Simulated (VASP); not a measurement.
# W (a cell with a defect) in VASP: a series of runs, part 2 of 2

VASP 6.6.1. The steps go on from the part before.

**3. Single point, PBEsol**

INCAR

```
ALGO = Normal
EDIFF = 1E-7
ENCUT = 520
GGA = PS
ISIF = 2
ISMEAR = -1
LASPH = T
LCHARG = F
LREAL = Auto
LWAVE = F
NBANDS = 118
NELM = 80
PREC = Accurate
SIGMA = 0.15
```

KPOINTS

```
k-points
0
Gamma
  3 3 3
```

POSCAR

```
W
1.0
    6.3200000000      0.0000000000      0.0000000000
    0.0000000000      6.3200000000      0.0000000000
    0.0000000000      0.0000000000      6.3200000000
W
15
Direct
   -0.2479501582      0.2479501582     -0.2479501582
    0.5000000000      0.0000000000      0.0000000000
    0.0000000000      0.5000000000      0.0000000000
    0.0000000000      0.0000000000      0.5000000000
    0.2479501582      0.2479501582      0.2479501582
    0.5000000000      0.5000000000      0.0000000000
    0.5000000000      0.0000000000      0.5000000000
    0.7520498418      0.2479501582      0.2479501582
    0.0000000000      0.5000000000      0.5000000000
    0.2479501582      0.7520498418      0.2479501582
    0.2479501582      0.2479501582      0.7520498418
    0.5000000000      0.5000000000      0.5000000000
    0.7520498418      0.7520498418      0.2479501582
    0.2479501582      0.7520498418      0.7520498418
    0.7520498418      0.7520498418      0.7520498418
```

Potentials or basis: VASP PAW PBE potentials, release 64 (W_sv).

On the command line:

```console
> cat potpaw_PBE.64/W_sv/POTCAR > POTCAR
> mpirun -np 1 vasp_std > vasp.out
```

OUTCAR:

```text
EDIFF = 1E-7
   ENCUT = 520
   GGA = PS
   ISIF = 2
   ISMEAR = -1
   LASPH = T
   LREAL = Auto
   NELM = 80
   PREC = Accurate

 ion  position               nearest neighbor table
   1  0.752  0.248  0.752-   2 2.73   3 2.73   4 2.73   6 2.74   7 2.74   9 2.74  12 2.76  11 3.13
                             8 3.13  15 3.13  15 3.19   8 3.19  11 3.19
   2  0.500  0.000  0.000-   1 2.73   5 2.73   8 2.73  10 2.73  11 2.73  13 2.73  14 2.73  15 2.73
                             6 3.16   7 3.16   7 3.16   6 3.16
   3  0.000  0.500  0.000-   1 2.73   5 2.73   8 2.73  10 2.73  11 2.73  13 2.73  14 2.73  15 2.73
                             9 3.16   6 3.16   9 3.16   6 3.16
   4  0.000  0.000  0.500-   1 2.73   5 2.73   8 2.73  10 2.73  11 2.73  13 2.73  14 2.73  15 2.73
                             9 3.16   7 3.16   9 3.16   7 3.16
   5  0.248  0.248  0.248-   2 2.73   3 2.73   4 2.73   6 2.74   7 2.74   9 2.74  12 2.76  10 3.13
                            11 3.13   8 3.13  10 3.19  11 3.19   8 3.19
   6  0.500  0.500  0.000-   1 2.74   5 2.74   8 2.74  10 2.74  11 2.74  13 2.74  14 2.74  15 2.74
                             2 3.16   3 3.16  12 3.16  12 3.16   2 3.16   3 3.16
   7  0.500  0.000  0.500-   1 2.74   5 2.74   8 2.74  10 2.74  11 2.74  13 2.74  14 2.74  15 2.74
                             2 3.16   4 3.16  12 3.16   2 3.16  12 3.16   4 3.16
   8  0.752  0.248  0.248-   2 2.73   3 2.73   4 2.73   6 2.74   7 2.74   9 2.74  12 2.76   1 3.13
                             5 3.13  13 3.13  13 3.19   1 3.19   5 3.19
   9  0.000  0.500  0.500-   1 2.74   5 2.74   8 2.74  10 2.74  11 2.74  13 2.74  14 2.74  15 2.74
                             3 3.16   4 3.16  12 3.16   3 3.16   4 3.16  12 3.16
  10  0.248  0.752  0.248-   2 2.73   3 2.73   4 2.73   6 2.74   7 2.74   9 2.74  12 2.76   5 3.13
                            13 3.13  14 3.13  13 3.19  14 3.19   5 3.19
  11  0.248  0.248  0.752-   2 2.73   3 2.73   4 2.73   6 2.74   7 2.74   9 2.74  12 2.76   1 3.13
                             5 3.13  14 3.13   1 3.19  14 3.19   5 3.19
  12  0.500  0.500  0.500-   1 2.76   5 2.76   8 2.76  10 2.76  11 2.76  13 2.76  14 2.76  15 2.76
                             9 3.16   7 3.16   6 3.16   6 3.16   7 3.16   9 3.16
  13  0.752  0.752  0.248-   2 2.73   3 2.73   4 2.73   6 2.74   7 2.74   9 2.74  12 2.76  10 3.13
                             8 3.13  15 3.13  15 3.19   8 3.19  10 3.19
  14  0.248  0.752  0.752-   2 2.73   3 2.73   4 2.73   6 2.74   7 2.74   9 2.74  12 2.76  11 3.13
                            10 3.13  15 3.13  15 3.19  10 3.19  11 3.19
[... 191 lines left out ...]
 E-fermi :  10.0879     XC(G=0): -13.3431

 val. band max:       10.0735511563   @ k =   0.3333   0.0000   0.0000
 cond. band min:      10.1846756828   @ k =   0.3333   0.3333   0.3333
 fundamental gap:      0.1111245265
 Fermi energy:        10.0879438581

 k-point     1 :       0.0000    0.0000    0.0000
  band No.  band energies     occupation
      1     -63.7824      2.00000
      2     -63.6972      2.00000
      3     -63.6972      2.00000
      4     -63.6972      2.00000
      5     -63.6880      2.00000
      6     -63.6880      2.00000
[... 469 lines left out ...]
    116      12.4388      0.00000
    117      12.4420      0.00000
 [bands above 117 left out]

------------------------ aborting loop because EDIFF is reached ----------------------------------------

  FORCE on cell =-STRESS in cart. coord.  units (eV):
  Direction    XX          YY          ZZ          XY          YZ          ZX
  --------------------------------------------------------------------------------------
  -------------------------------------------------------------------------------------
  Total      -12.1609904    -12.1609904    -12.1609904      0.0000000      0.0000000     -0.0000000
  in kB      -77.1841800    -77.1841800    -77.1841800      0.0000000      0.0000000     -0.0000000
  external PRESSURE =     -77.1841800 kB  Pullay stress =       0.0000000 kB

 VOLUME and BASIS-vectors are now :
 -----------------------------------------------------------------------------
  energy-cutoff  :      520.00
  volume of cell :      252.44
      direct lattice vectors                 reciprocal lattice vectors
     6.320000000  0.000000000  0.000000000     0.158227848  0.000000000  0.000000000
     0.000000000  6.320000000  0.000000000     0.000000000  0.158227848  0.000000000
     0.000000000  0.000000000  6.320000000     0.000000000  0.000000000  0.158227848

 POSITION                                       TOTAL-FORCE (eV/Angst)
 -----------------------------------------------------------------------------------
      4.75296      1.56704      4.75296         0.008685     -0.008685      0.008685
      3.16000      0.00000      0.00000         0.000000      0.000000      0.000000
      0.00000      3.16000      0.00000         0.000000      0.000000      0.000000
      0.00000      0.00000      3.16000         0.000000      0.000000      0.000000
      1.56704      1.56704      1.56704        -0.008685     -0.008685     -0.008685
      3.16000      3.16000      0.00000         0.000000      0.000000      0.000000
      3.16000      0.00000      3.16000         0.000000      0.000000      0.000000
      4.75296      1.56704      1.56704         0.008685     -0.008685     -0.008685
      0.00000      3.16000      3.16000         0.000000      0.000000      0.000000
      1.56704      4.75296      1.56704        -0.008685      0.008685     -0.008685
      1.56704      1.56704      4.75296        -0.008685     -0.008685      0.008685
      3.16000      3.16000      3.16000         0.000000      0.000000      0.000000
      4.75296      4.75296      1.56704         0.008685      0.008685     -0.008685
      1.56704      4.75296      4.75296        -0.008685      0.008685      0.008685
      4.75296      4.75296      4.75296         0.008685      0.008685      0.008685
 -----------------------------------------------------------------------------------
    total drift:                                0.000000      0.000000      0.000000

  FREE ENERGIE OF THE ION-ELECTRON SYSTEM (eV)
  ---------------------------------------------------
  free  energy   TOTEN  =      -203.6403850141 eV

  energy  without entropy=     -202.9143905775  energy(sigma->0) =     -203.27738780
```

It took 5.3 min on 1 thread of Intel Xeon Platinum 8259CL at 2.50GHz (Skylake/Cascade Lake), shared host; peak memory 0.36 GiB.

What came out:

```
Free energy            : -203.6404 eV
Pressure               : -7.7 GPa
Largest force          : 0.015 eV/Å
Band gap on the k mesh : zero (band 105 reaches 10.07 eV, above the bottom of band 106 at 10.06 eV)
```

Forces on the atoms (eV/Å):
```
W    0.009 -0.009  0.009
W    0.000  0.000  0.000
W    0.000  0.000  0.000
W    0.000  0.000  0.000
W   -0.009 -0.009 -0.009
W    0.000  0.000  0.000
W    0.000  0.000  0.000
W    0.009 -0.009 -0.009
W    0.000  0.000  0.000
W   -0.009  0.009 -0.009
W   -0.009 -0.009  0.009
W    0.000  0.000  0.000
W    0.009  0.009 -0.009
W   -0.009  0.009  0.009
W    0.009  0.009  0.009
```

Caveat: the PAW data sets were made with another functional, which shifts forces and pressure a little; spin-orbit coupling is left out, which moves the levels of the heavy elements.
